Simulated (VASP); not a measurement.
# As (Cmce) in VASP: single point with r2SCAN

Aim: the single point of As with r2SCAN.

Everything below comes from runs of VASP 6.6.1. Logs are shortened: lines on timing, memory, paths and dates and some standing lists are left out, and cuts for length are marked.

### Step 1. The cell of the first run

Symmetry: Cmce, No. 64, orthorhombic system. Conventional cell: a = 3.704 Å, b = 11.164 Å, c = 4.537 Å, α = 90.00°, β = 90.00°, γ = 90.00°. As (site symmetry m) has 3 As at 2.52 to 2.53 Å within 3.3 Å.

### Step 2. Single point, r2SCAN

File POSCAR:

```
As
1.0
   -1.8522187700      0.0000000000      5.5820291700
    0.0000000000     -4.5366673400      0.0000000000
    1.8522187700      0.0000000000      5.5820291700
As
4
Direct
    0.1100000000      0.9400000000      0.1100000000
    0.6100000000      0.5600000000      0.6100000000
    0.8900000000      0.0600000000      0.8900000000
    0.3900000000      0.4400000000      0.3900000000
```

File INCAR.step1:

```
SYSTEM = As
PREC     = Accurate       ! precision mode
ENCUT    = 520            ! plane-wave cutoff, eV
ISMEAR   = 0              ! smearing method
SIGMA    = 0.0181         ! smearing width, eV
LREAL    = .FALSE.        ! projectors in reciprocal space
LASPH    = .TRUE.         ! aspherical terms in the spheres
NELM     = 100            ! most SCF steps
NBANDS   = 18             ! bands
GGA      = PE             ! functional
ALGO     = Normal         ! electronic algorithm
EDIFF    = 1E-4           ! SCF threshold, eV
LWAVE    = .TRUE.         ! write WAVECAR
LCHARG   = .FALSE.        ! write CHGCAR
```

File INCAR.step2:

```
SYSTEM = As
PREC     = Accurate       ! precision mode
ENCUT    = 520            ! plane-wave cutoff, eV
EDIFF    = 1E-7           ! SCF threshold, eV
ISMEAR   = 0              ! smearing method
SIGMA    = 0.0181         ! smearing width, eV
LREAL    = .FALSE.        ! projectors in reciprocal space
LASPH    = .TRUE.         ! aspherical terms in the spheres
NELM     = 100            ! most SCF steps
ALGO     = Normal         ! electronic algorithm
ISIF     = 2              ! what is computed and relaxed
LWAVE    = .FALSE.        ! write WAVECAR
LCHARG   = .FALSE.        ! write CHGCAR
METAGGA  = R2SCAN         ! meta-GGA
LMIXTAU  = .TRUE.       
NBANDS   = 18             ! bands
ISTART   = 1
```

File KPOINTS:

```
Automatic mesh
0
G
  7 6 7
  0 0 0
```

Potentials or basis: VASP PAW PBE potentials, release 64 (As).

Started as:

```console
$ cat potpaw_PBE.64/As/POTCAR > POTCAR
$ cp INCAR.step1 INCAR
$ mpirun -np 1 vasp_std > vasp.out
$ cp INCAR.step2 INCAR
$ mpirun -np 1 vasp_std > vasp.out
```

OUTCAR:

```text
SYSTEM = As
   PREC = Accurate
   ENCUT = 520
   EDIFF = 1E-7
   ISMEAR = 0
   LREAL = .FALSE.
   LASPH = .TRUE.
   NELM = 100
   ISIF = 2
   METAGGA = R2SCAN
   ISTART = 1

 ion  position               nearest neighbor table
   1  0.110  0.940  0.110-   3 2.52   2 2.53   2 2.53
   2  0.610  0.560  0.610-   4 2.52   1 2.53   1 2.53
   3  0.890  0.060  0.890-   1 2.52   4 2.53   4 2.53
   4  0.390  0.440  0.390-   2 2.52   3 2.53   3 2.53

  LATTYP: Found a base centered orthorhombic cell.
 ALAT       =     3.7044375400
 B/A-ratio  =     3.0136986302
 C/A-ratio  =     1.2246575333

  Lattice vectors:

 A1 = (   1.8522187700,   0.0000000000,  -5.5820291700)
 A2 = (   1.8522187700,   0.0000000000,   5.5820291700)
 A3 = (   0.0000000000,  -4.5366673400,   0.0000000000)

Analysis of symmetry for initial positions (statically):
=====================================================================
 Subroutine PRICEL returns:
 Original cell was already a primitive cell.

 Routine SETGRP: Setting up the symmetry group for a
 base centered orthorhombic supercell.

 Subroutine GETGRP returns: Found  8 space group operations
 (whereof  4 operations were pure point group operations)
 out of a pool of  8 trial point group operations.

The static configuration has the point symmetry C_2h.
 The point group associated with its full space group is D_2h.

Analysis of symmetry for dynamics (positions and initial velocities):
=====================================================================
 Subroutine PRICEL returns:
 Original cell was already a primitive cell.

 Routine SETGRP: Setting up the symmetry group for a
 base centered orthorhombic supercell.

 Subroutine GETGRP returns: Found  8 space group operations
 (whereof  4 operations were pure point group operations)
 out of a pool of  8 trial point group operations.

The dynamic configuration has the point symmetry C_2h.
 The point group associated with its full space group is D_2h.

 Subroutine INISYM returns: Found  8 space group operations
 (whereof  4 operations are pure point group operations),
 and found     1 'primitive' translations

----------------------------------------------------------------------------------------

                                     Primitive cell

  volume of cell :      93.8105

  direct lattice vectors                    reciprocal lattice vectors
    -1.852218770  0.000000000  5.582029170    -0.269946514  0.000000000  0.089573161
     0.000000000 -4.536667340  0.000000000     0.000000000 -0.220426125  0.000000000
     1.852218770  0.000000000  5.582029170     0.269946514  0.000000000  0.089573161

  length of vectors
     5.881306320  4.536667340  5.881306320     0.284419535  0.220426125  0.284419535

  position of ions in fractional coordinates (direct lattice)
     0.110000000  0.940000000  0.110000000
     0.610000000  0.560000000  0.610000000
     0.890000000  0.060000000  0.890000000
     0.390000000  0.440000000  0.390000000

  ion indices of the primitive-cell ions
   primitive index   ion index
                 1           1
                 2           2
                 3           3
                 4           4

----------------------------------------------------------------------------------------

 KPOINTS: Automatic mesh

Automatic generation of k-mesh.
 Grid dimensions read from file:
 generate k-points for:    7    6    7

 Generating k-lattice:

  Cartesian coordinates                     Fractional coordinates (reciprocal lattice)
    -0.038563788  0.000000000  0.012796166     0.142857143  0.000000000  0.000000000
     0.000000000 -0.036737687  0.000000000     0.000000000  0.166666667  0.000000000
     0.038563788  0.000000000  0.012796166     0.000000000  0.000000000  0.142857143

  Length of vectors
     0.040631362  0.036737687  0.040631362

  Shift w.r.t. Gamma in fractional coordinates (k-lattice)
     0.000000000  0.000000000  0.000000000

 Subroutine IBZKPT returns following result:
 ===========================================

 Found     64 irreducible k-points:

 Following reciprocal coordinates:
            Coordinates               Weight
  0.000000  0.000000  0.000000      1.000000
  0.142857  0.000000  0.000000      4.000000
  0.285714  0.000000  0.000000      4.000000
  0.428571  0.000000  0.000000      4.000000
  0.000000  0.166667  0.000000      2.000000
  0.142857  0.166667  0.000000      8.000000
[... 16 lines left out ...]
  0.142857  0.166667  0.142857      4.000000
  0.285714  0.166667  0.142857      8.000000
 [... further k-points ...]
   k-points           NKPTS =     64   k-points in BZ     NKDIM =     64   number of bands    NBANDS=     18
   number of dos      NEDOS =    301   number of ions     NIONS =      4
   total plane-waves  NPLWV =  82944
   dimension x,y,z NGX =    48 NGY =   36 NGZ =   48
   dimension x,y,z NGXF=    96 NGYF=   72 NGZF=   96
   ions per type =               4
   NGX,Y,Z   is equivalent  to a cutoff of  13.57, 13.19, 13.57 a.u.
   NGXF,Y,Z  is equivalent  to a cutoff of  27.14, 26.38, 27.14 a.u.
 SYSTEM =  As
   PREC   = accura    normal or accurate (medium, high low for compatibility)
   ISTART =      1    job   : 0-new  1-cont  2-samecut
   ICHARG =      0    charge: 1-file 2-atom 10-const
   ISPIN  =      1    spin polarized calculation?
   LNONCOLLINEAR =      F non collinear calculations
   LSORBIT =      F    spin-orbit coupling
   LASPH  =      T    aspherical Exc in radial PAW
   ENCUT  =  520.0 eV  38.22 Ry    6.18 a.u.  10.94  8.44 10.94*2*pi/ulx,y,z
   NELM   =    100;   NELMIN=  2; NELMDL=  0     # of ELM steps
   EDIFF  = 0.1E-06   stopping-criterion for ELM
   LREAL  =      F    real-space projection
   EDIFFG = 0.1E-05   stopping-criterion for IOM
   NSW    =      0    number of steps for IOM
   IBRION =     -1    ionic relax: 0-MD 1-quasi-New 2-CG
   NFREE  =      0    steps in history (QN), initial steepest desc. (CG)
   ISIF   =      2    stress and relaxation
   ISYM   =      2    0-nonsym 1-usesym 2-fastsym
   POTIM  = 0.5000    time-step for ionic-motion
   TEBEG  =    0.0;   TEEND  =   0.0 temperature during run
   PSTRESS=    0.0 pullay stress
   NELECT =      20.0000    total number of electrons
   NUPDOWN=      -1.0000    fix difference up-down
   EMIN   =  10.00;   EMAX   =-10.00  energy-range for DOS
   EFERMI =   0.00;   METHOD = LEGACY
   ISMEAR =     0;   SIGMA  =   0.02  broadening in eV -4-tet -1-fermi 0-gaus
   EFERMI_NEDOS =   21; number of points for ismear=-14 and -15
   IALGO  =     38    algorithm
   IMIX   =      4    mixing-type and parameters
     AMIX     =   0.40;   BMIX     =  1.00
     AMIX_MAG =   1.60;   BMIX_MAG =  1.00
  volume/ion in A,a.u.               =      23.45       158.27
  Fermi-wavevector in a.u.,A,eV,Ry     =   0.977990  1.848133 13.013487  0.956464
  Thomas-Fermi vector in A             =   2.108731
   LORBIT       =      0    0 simple, 1 ext, 2 COOP (PROOUT), +10 PAW based schemes
   METAGGA = R2SCAN    functional components
   LHFCALC =     F    Hartree Fock is set to
   AEXX    =    0.0000 exact exchange contribution
   IVDW    =     0    specifies the selected vdW correction
   LEPSILON=     F    determine dielectric tensor
   LRPA    =     F    only Hartree local field effects (RPA)
 non-spin polarized calculation
 Gauss-broadening in eV      SIGMA  =   0.02
  energy-cutoff  :      520.00
  volume of cell :       93.81
 maximum number of plane-waves:      2547
 NGX is ok and might be reduce to    48
   NGX = 21   NGY = 17   NGZ = 21

 number of electron      19.9999998 magnetization

 Free energy of the ion-electron system (eV)
  ---------------------------------------------------
  ext. energy  EPLUGINS =         0.00000000
  ---------------------------------------------------
  free energy    TOTEN  =       -58.74568858 eV

  energy without entropy =      -58.74568712  energy(sigma->0) =      -58.74568785

 E-fermi :   4.2014     XC(G=0):  -9.9426

 val. band max:        4.1628259502   @ k =   0.4286   0.0000   0.4286
 cond. band min:       4.2400738429   @ k =  -0.4286   0.0000   0.4286
 fundamental gap:      0.0772478927
 Fermi energy:         4.2014498873

 k-point     1 :       0.0000    0.0000    0.0000
  band No.  band energies     occupation
      1     -10.8555      2.00000
      2      -8.1290      2.00000
      3      -5.5130      2.00000
      4      -2.1682      2.00000
      5      -1.7837      2.00000
      6      -0.0411      2.00000
[... 10 lines left out ...]
     17      11.6849      0.00000
     18      11.7300      0.00000

 k-point     2 :       0.1429    0.0000    0.0000
  band No.  band energies     occupation
      1     -10.6404      2.00000
      2      -7.9553      2.00000
      3      -5.7518      2.00000
      4      -2.7167      2.00000
      5      -1.5409      2.00000
      6       0.1670      2.00000
[... 10 lines left out ...]
     17      10.4406      0.00000
     18      11.6413      0.00000

 k-point     3 :       0.2857    0.0000    0.0000
  band No.  band energies     occupation
      1     -10.0081      2.00000
      2      -7.4340      2.00000
      3      -6.5447      2.00000
      4      -4.0026      2.00000
      5      -0.8469      2.00000
      6       0.1011      2.00000
[... 10 lines left out ...]
     17      11.3936      0.00000
     18      11.6824      0.00000

 k-point     4 :       0.4286    0.0000    0.0000
  band No.  band energies     occupation
      1      -9.0074      2.00000
      2      -7.7613      2.00000
      3      -6.5700      2.00000
      4      -5.3924      2.00000
      5       0.1031      2.00000
      6       0.3177      2.00000
[... 10 lines left out ...]
     17      12.1651      0.00000
     18      12.1965      0.00000

 k-point     5 :       0.0000    0.1667    0.0000
  band No.  band energies     occupation
      1     -10.6954      2.00000
      2      -8.2547      2.00000
      3      -5.6807      2.00000
      4      -2.8681      2.00000
      5      -1.4969      2.00000
      6       0.5336      2.00000
[... 10 lines left out ...]
     17      11.2213      0.00000
     18      12.1307      0.00000

 k-point     6 :       0.1429    0.1667    0.0000
  band No.  band energies     occupation
      1     -10.4831      2.00000
      2      -8.0856      2.00000
      3      -5.8301      2.00000
      4      -3.1753      2.00000
      5      -1.2910      2.00000
      6      -0.1077      2.00000
[... 307 lines left out ...]
 k-point    21 :      -0.2857    0.0000    0.1429
  band No.  band energies     occupation
      1      -9.0914      2.00000
      2      -7.6807      2.00000
      3      -6.3461      2.00000
      4      -5.5820      2.00000
      5      -0.2434      2.00000
      6       0.3508      2.00000
[... 10 lines left out ...]
     17      11.7243      0.00000
     18      12.5156      0.00000

 k-point    22 :      -0.1429    0.0000    0.1429
  band No.  band energies     occupation
      1     -10.0565      2.00000
      2      -7.3028      2.00000
      3      -6.5264      2.00000
      4      -4.0557      2.00000
      5      -1.0524      2.00000
      6       0.0922      2.00000
[... 10 lines left out ...]
     17      11.4724      0.00000
     18      12.4167      0.00000

 k-point    23 :       0.1429    0.1667    0.1429
  band No.  band energies     occupation
      1     -10.6464      2.00000
      2      -8.3518      2.00000
      3      -5.7028      2.00000
      4      -2.9940      2.00000
      5      -1.2305      2.00000
      6       0.6229      2.00000
[... 10 lines left out ...]
     17      11.2248      0.00000
     18      11.6220      0.00000

 k-point    24 :       0.2857    0.1667    0.1429
  band No.  band energies     occupation
      1     -10.3911      2.00000
      2      -8.2605      2.00000
      3      -5.8729      2.00000
      4      -3.3249      2.00000
      5      -0.8703      2.00000
      6      -0.0334      2.00000
[... 10 lines left out ...]
     17      11.0629      0.00000
     18      11.8362      0.00000

 [... further k-points ...]
[... 5 lines left out ...]
  --------------------------------------------------------------------------------------
  -------------------------------------------------------------------------------------
  Total       -0.6009873     -1.0996086     -1.1149929      0.0000000      0.0000000      0.0000000
  in kB      -10.2641866    -18.7800786    -19.0428248      0.0000000      0.0000000      0.0000000
  external PRESSURE =     -16.0290300 kB  Pullay stress =       0.0000000 kB

 VOLUME and BASIS-vectors are now :
 -----------------------------------------------------------------------------
  energy-cutoff  :      520.00
  volume of cell :       93.81
      direct lattice vectors                 reciprocal lattice vectors
    -1.852218770  0.000000000  5.582029170    -0.269946514  0.000000000  0.089573161
     0.000000000 -4.536667340  0.000000000     0.000000000 -0.220426125  0.000000000
     1.852218770  0.000000000  5.582029170     0.269946514  0.000000000  0.089573161

 POSITION                                       TOTAL-FORCE (eV/Angst)
 -----------------------------------------------------------------------------------
      0.00000     -4.26447      1.22805         0.000000      0.518995     -0.379097
      0.00000     -2.54053      6.81008         0.000000     -0.518995     -0.379097
      0.00000     -0.27220      9.93601         0.000000     -0.518995      0.379097
      0.00000     -1.99613      4.35398         0.000000      0.518995      0.379097
 -----------------------------------------------------------------------------------
    total drift:                                0.000000      0.000000     -0.000000

  FREE ENERGIE OF THE ION-ELECTRON SYSTEM (eV)
  ---------------------------------------------------
  free  energy   TOTEN  =       -58.7456885828 eV

  energy  without entropy=      -58.7456871199  energy(sigma->0) =      -58.74568785
```

Run time: 5.1 min. Hardware: 1 thread of Intel Xeon Platinum 8488C (Sapphire Rapids), shared host; peak memory 0.33 GiB.

What came out:

```
Free energy            : -58.7457 eV
Pressure               : -1.6 GPa
Largest force          : 0.643 eV/Å
Band gap on the k mesh : 0.08 eV, indirect (least direct gap 0.16 eV)
```

Forces in eV/Å, atoms in the order of the input:
```
As   0.000  0.519 -0.379
As   0.000 -0.519 -0.379
As   0.000 -0.519  0.379
As   0.000  0.519  0.379
```

Stress tensor (GPa, compression positive):
```
-1.03  0.00  0.00
 0.00 -1.88  0.00
 0.00  0.00 -1.90
```

Levels at points of the mesh, in eV from the valence-band top:
| k point | band 7 | band 8 | band 9 | band 10 | band 11 | band 12 | band 13 | band 14 |
| --- | --- | --- | --- | --- | --- | --- | --- | --- |
| (0.00, 0.00, 0.00) | -3.04 | -2.19 | -1.88 | -1.06 | 2.13 | 2.39 | 2.70 | 3.42 |
| (0.00, 0.50, 0.00) | -2.01 | -2.01 | -0.58 | -0.58 | 1.16 | 1.16 | 2.21 | 2.21 |

Caveat: the PAW data sets were made with another functional, which shifts forces and pressure a little. A k mesh can miss the band edges.
